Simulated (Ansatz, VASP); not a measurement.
**One calculation of Rb, two programs**

```
Rb
1.0
     4.42191    0.00000    0.00000
    -2.21096    3.82949    0.00000
     0.00000    0.00000   14.05068
Rb
4
Direct
  0.00000 0.00000 0.00000
  0.00000 0.00000 0.50000
  0.33333 0.66667 0.25000
  0.66667 0.33333 0.75000
```

Alike in both runs: task single point; functional PBE; k mesh 6 × 6 × 4; occupations gaussian, width 0.005 eV; no spin polarisation.

```csv
,VASP,Ansatz
version,VASP 6.6.1,Ansatz 0.2.0
potentials or method,"VASP PAW PBE potentials, release 64 (Rb_sv), cutoff 520 eV","all-electron LAPW, scalar-relativistic"
```

|  | VASP | Ansatz | Ansatz less VASP |
| --- | --- | --- | --- |
| gap on the k mesh at the Fermi level (eV) | none | none | - |
| pressure (GPa) | 2.7 | 2.7 | 0.00 |
| traceless stress, the component that is largest in VASP (GPa) | 0.08 | 0.08 | 0.000 |

A gap of «none» marks a metal or a gap that the smearing closes. Ansatz ran all-electron here, and VASP with PAW potentials.
